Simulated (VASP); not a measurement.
# GaP (R-3m) in VASP: further runs

Runs on GaP. Level: LDA. Tasks: single point.

Everything below comes from runs of VASP 6.6.1. Logs are shortened: lines on timing, memory, paths and dates and some standing lists are left out, and cuts for length are marked.

## 1. The cell of the first run

Symmetry: R-3m, No. 166, trigonal system. Conventional cell: a = 3.802 Å, b = 3.802 Å, c = 17.824 Å, α = 90.00°, β = 90.00°, γ = 120.00°. Ga (site symmetry 3m) has 1 Ga at 2.28 Å and 3 P at 2.33 Å within 3.0 Å. Within 2.7 Å of P (site symmetry 3m) lie 1 P at 2.07 Å and 3 Ga at 2.33 Å.

## 2. Single point, LDA (18.59 Å³/atom)

INCAR

```
SYSTEM = GaP
PREC = Accurate
ENCUT = 520
EDIFF = 1E-6
ISMEAR = 0
SIGMA = 0.05
LREAL = .False.
LASPH = .True.
NELM = 60
ALGO = Normal
ISIF = 2
LWAVE = .False.
LCHARG = .True.
LELF = .True.
LVHAR = .True.
NBANDS = 26
```

KPOINTS

```
regular mesh
0
Gamma
  9 9 9
  0 0 0
```

POSCAR

```
GaP
1.0
    1.9009516750      1.0975149613      5.9412343650
   -1.9009516750      1.0975149613      5.9412343650
    0.0000000000     -2.1950299225      5.9412343650
Ga P
2 2
Direct
    0.4359784395      0.4359784395      0.4359784395
    0.5640215605      0.5640215605      0.5640215605
    0.0580350955      0.0580350955      0.0580350955
    0.9419649045      0.9419649045      0.9419649045
```

Potentials or basis: VASP PAW LDA potentials, release 64 (Ga_d, P).

Command:

```
cat potpaw_LDA.64/Ga_d/POTCAR potpaw_LDA.64/P/POTCAR > POTCAR
mpirun -np 1 vasp_std > vasp.out
```

OUTCAR:

```text
SYSTEM = GaP
   PREC = Accurate
   ENCUT = 520
   EDIFF = 1E-6
   ISMEAR = 0
   LREAL = .False.
   LASPH = .True.
   NELM = 60
   ISIF = 2

 ion  position               nearest neighbor table
   1  0.436  0.436  0.436-   2 2.28   3 2.33   3 2.33   3 2.33
   2  0.564  0.564  0.564-   1 2.28   4 2.33   4 2.33   4 2.33
   3  0.058  0.058  0.058-   4 2.07   1 2.33   1 2.33   1 2.33
   4  0.942  0.942  0.942-   3 2.07   2 2.33   2 2.33   2 2.33

  LATTYP: Found a trigonal (rhomboedric) cell.
 ALAT       =     6.3337526113
 COS(alpha) =     0.8198434916

  Lattice vectors:

 A1 = (   1.9009516750,   1.0975149613,   5.9412343650)
 A2 = (  -1.9009516750,   1.0975149613,   5.9412343650)
 A3 = (   0.0000000000,  -2.1950299225,   5.9412343650)

Analysis of symmetry for initial positions (statically):
=====================================================================
 Subroutine PRICEL returns:
 Original cell was already a primitive cell.

 Routine SETGRP: Setting up the symmetry group for a
 trigonal (rhombohedral) supercell.

 Subroutine GETGRP returns: Found 12 space group operations
 (whereof 12 operations were pure point group operations)
 out of a pool of 12 trial point group operations.

The static configuration has the point symmetry D_3d.

Analysis of symmetry for dynamics (positions and initial velocities):
=====================================================================
 Subroutine PRICEL returns:
 Original cell was already a primitive cell.

 Routine SETGRP: Setting up the symmetry group for a
 trigonal (rhombohedral) supercell.

 Subroutine GETGRP returns: Found 12 space group operations
 (whereof 12 operations were pure point group operations)
 out of a pool of 12 trial point group operations.

The dynamic configuration has the point symmetry D_3d.

 Subroutine INISYM returns: Found 12 space group operations
 (whereof 12 operations are pure point group operations),
 and found     1 'primitive' translations

----------------------------------------------------------------------------------------

                                     Primitive cell

  volume of cell :      74.3720

  direct lattice vectors                    reciprocal lattice vectors
     1.900951675  1.097514961  5.941234365     0.263026150  0.151858218  0.056105064
    -1.900951675  1.097514961  5.941234365    -0.263026150  0.151858218  0.056105064
[... 88 lines left out ...]
   NELM   =     60;   NELMIN=  2; NELMDL= -5     # of ELM steps
   EDIFF  = 0.1E-05   stopping-criterion for ELM
   LREAL  =      F    real-space projection
   EDIFFG = 0.1E-04   stopping-criterion for IOM
   NSW    =      0    number of steps for IOM
   IBRION =     -1    ionic relax: 0-MD 1-quasi-New 2-CG
   NFREE  =      0    steps in history (QN), initial steepest desc. (CG)
   ISIF   =      2    stress and relaxation
   ISYM   =      2    0-nonsym 1-usesym 2-fastsym
   POTIM  = 0.5000    time-step for ionic-motion
   TEBEG  =    0.0;   TEEND  =   0.0 temperature during run
   PSTRESS=    0.0 pullay stress
   NELECT =      36.0000    total number of electrons
   NUPDOWN=      -1.0000    fix difference up-down
   EMIN   =  10.00;   EMAX   =-10.00  energy-range for DOS
   EFERMI =   0.00;   METHOD = LEGACY
   ISMEAR =     0;   SIGMA  =   0.05  broadening in eV -4-tet -1-fermi 0-gaus
   EFERMI_NEDOS =   21; number of points for ismear=-14 and -15
   IALGO  =     38    algorithm
   IMIX   =      4    mixing-type and parameters
     AMIX     =   0.40;   BMIX     =  1.00
     AMIX_MAG =   1.60;   BMIX_MAG =  1.00
  volume/ion in A,a.u.               =      18.59       125.47
  Fermi-wavevector in a.u.,A,eV,Ry     =   1.285403  2.429059 22.480360  1.652260
  Thomas-Fermi vector in A             =   2.417539
   LORBIT       =      0    0 simple, 1 ext, 2 COOP (PROOUT), +10 PAW based schemes
   GGA     = CA    functional components
   LHFCALC =     F    Hartree Fock is set to
   AEXX    =    0.0000 exact exchange contribution
   IVDW    =     0    specifies the selected vdW correction
   LEPSILON=     F    determine dielectric tensor
   LRPA    =     F    only Hartree local field effects (RPA)
 non-spin polarized calculation
 Gauss-broadening in eV      SIGMA  =   0.05
  energy-cutoff  :      520.00
  volume of cell :       74.37
 maximum number of plane-waves:      2021
   NGX = 23   NGY = 23   NGZ = 23

 number of electron      36.0000009 magnetization

 Free energy of the ion-electron system (eV)
  ---------------------------------------------------
  ext. energy  EPLUGINS =         0.00000000
  ---------------------------------------------------
  free energy    TOTEN  =       -20.17866393 eV

  energy without entropy =      -20.17866393  energy(sigma->0) =      -20.17866393

 E-fermi :   5.9776     XC(G=0): -10.5422

 val. band max:        5.7134416581   @ k =   0.0000   0.0000   0.0000
 cond. band min:       6.4713895061   @ k =  -0.4444  -0.4444   0.1111
 fundamental gap:      0.7579478480
 Fermi energy:         5.9775725238

 k-point     1 :       0.0000    0.0000    0.0000
  band No.  band energies     occupation
      1      -9.5157      2.00000
      2      -9.2803      2.00000
      3      -9.2803      2.00000
      4      -9.2231      2.00000
      5      -9.2231      2.00000
      6      -9.1554      2.00000
[... 685 lines left out ...]
     25      14.6353      0.00000
     26      15.6613      0.00000

 [... further k-points ...]

------------------------ aborting loop because EDIFF is reached ----------------------------------------

  FORCE on cell =-STRESS in cart. coord.  units (eV):
  Direction    XX          YY          ZZ          XY          YZ          ZX
  --------------------------------------------------------------------------------------
  -------------------------------------------------------------------------------------
  Total        0.3754875      0.3754875      8.2672094      0.0000000      0.0000000      0.0000000
  in kB        8.0890330      8.0890330    178.0984162      0.0000000      0.0000000      0.0000000
  external PRESSURE =      64.7588274 kB  Pullay stress =       0.0000000 kB

 VOLUME and BASIS-vectors are now :
 -----------------------------------------------------------------------------
  energy-cutoff  :      520.00
  volume of cell :       74.37
      direct lattice vectors                 reciprocal lattice vectors
     1.900951675  1.097514961  5.941234365     0.263026150  0.151858218  0.056105064
    -1.900951675  1.097514961  5.941234365    -0.263026150  0.151858218  0.056105064
     0.000000000 -2.195029922  5.941234365     0.000000000 -0.303716437  0.056105064

 POSITION                                       TOTAL-FORCE (eV/Angst)
 -----------------------------------------------------------------------------------
      0.00000      0.00000      7.77075         0.000000     -0.000000     -0.656874
      0.00000      0.00000     10.05295         0.000000      0.000000      0.656874
      0.00000      0.00000      1.03440         0.000000      0.000000      1.314587
      0.00000      0.00000     16.78930         0.000000     -0.000000     -1.314587
 -----------------------------------------------------------------------------------
    total drift:                                0.000000      0.000000      0.000000

  FREE ENERGIE OF THE ION-ELECTRON SYSTEM (eV)
  ---------------------------------------------------
  free  energy   TOTEN  =       -20.1786639328 eV

  energy  without entropy=      -20.1786639328  energy(sigma->0) =      -20.17866393
```

stdout:

```text
POSCAR found type information on POSCAR GaP
 POSCAR found :  2 types and       4 ions
 scaLAPACK will be used
 LDA part: xc-table for (Slater(with rela. corr.)+CA(PZ))
 , standard interpolation
 POSCAR, INCAR and KPOINTS ok, starting setup
 FFT: planning ... GRIDC
 FFT: planning ... GRID_SOFT
 FFT: planning ... GRID
 WAVECAR not read
 entering main loop
```

It took 3.1 min on 1 thread of Intel Xeon 6975P-C (Granite Rapids), shared host; peak memory 0.33 GiB.

Results:

* Free energy: -20.1787 eV
* Pressure: 6.5 GPa
* Largest force: 1.315 eV/Å
* Band gap on the k mesh: 0.76 eV (least direct gap 0.78 eV)

Forces in eV/Å, atoms in the order of the input:
```
Ga   0.000  0.000 -0.657
Ga   0.000  0.000  0.657
P    0.000  0.000  1.315
P    0.000  0.000 -1.315
```

Stress tensor (GPa, compression positive):
```
 0.81  0.00  0.00
 0.00  0.81  0.00
 0.00  0.00 17.81
```

Caveat: the stress differs along the axes, from 1 to 18 GPa; semilocal functionals underestimate gaps, and a narrow one can read as zero; forces of over 1 eV/Å act on the atoms, so gaps and moduli don't describe the material at rest.

(Part 1 of 2 ends here.)
